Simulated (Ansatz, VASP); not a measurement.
# One calculation of Sn, two programs

```xyz
4
Lattice="0.0000 0.0000 -3.2327 0.0000 -5.9286 0.0000 -5.9286 0.0000 0.0000" Properties=species:S:1:pos:R:3 pbc="T T T"
Sn   -2.9643    0.0000   -0.8082
Sn    0.0000   -2.9643   -2.4245
Sn   -2.9643   -2.9643   -1.6163
Sn    0.0000    0.0000    0.0000
```

Alike in both runs: task single point; functional PBE; k mesh 10 × 6 × 6; occupations gaussian, width 0.15 eV; no spin polarisation.

```csv
,VASP,Ansatz
version,VASP 6.6.1,Ansatz 0.2.0
potentials or method,"VASP PAW PBE potentials, release 64 (Sn_d), cutoff 520 eV","scalar-relativistic, plane waves, PAW"
valence electrons in the cell,56,56
```

|  | VASP | Ansatz | Ansatz less VASP |
| --- | --- | --- | --- |
| gap on the k mesh at the Fermi level (eV) | none | none | - |
| pressure (GPa) | 0.0 | 0.0 | +0.04 |
| traceless stress, the component that is largest in VASP (GPa) | -0.16 | -0.15 | +0.006 |

A gap of «none» marks a metal or a gap that the smearing closes. The functional is the same, so the differences come from potentials, cutoffs and numerics.
